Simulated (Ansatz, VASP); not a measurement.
## Two plane-wave programs on HgTe

```
Hg Te
1.0
    -3.06577    3.06577    1.56974
     3.06577   -3.06577    1.56974
     3.06577    3.06577   -1.56974
Hg Te
1 1
Direct
  0.75000 0.25000 0.50000
  0.00000 0.00000 0.00000
```

Alike in both runs: task single point; functional r2SCAN; k mesh 10 × 10 × 10; occupations fermi-dirac, width 0.05 eV; no spin polarisation.

|  | VASP | Ansatz |
| --- | --- | --- |
| version | VASP 6.6.1 | Ansatz 0.2.0 |
| potentials or method | VASP PAW PBE potentials, release 64 (Hg, Te) | Ansatz PAW |
| plane-wave cutoff (eV) | 520 | 500 |
| valence electrons in the cell | 18 | 36 |

```tsv
	VASP	Ansatz	Ansatz less VASP
gap on the k mesh at the Fermi level (eV)	none	none	-
pressure (GPa)	-1.8	-1.9	-0.09
traceless stress, the component that is largest in VASP (GPa)	2.90	2.90	+0.002
```

VASP's potentials were made for PBE, not for r2SCAN. A gap of «none» marks a metal or a gap that the smearing closes. The functional is the same, so the differences come from potentials, cutoffs and numerics. VASP's potentials hold 18 valence electrons a cell and Ansatz's 36, so a difference there can come from the potentials and not from the codes.

Neither program's run includes spin-orbit coupling.
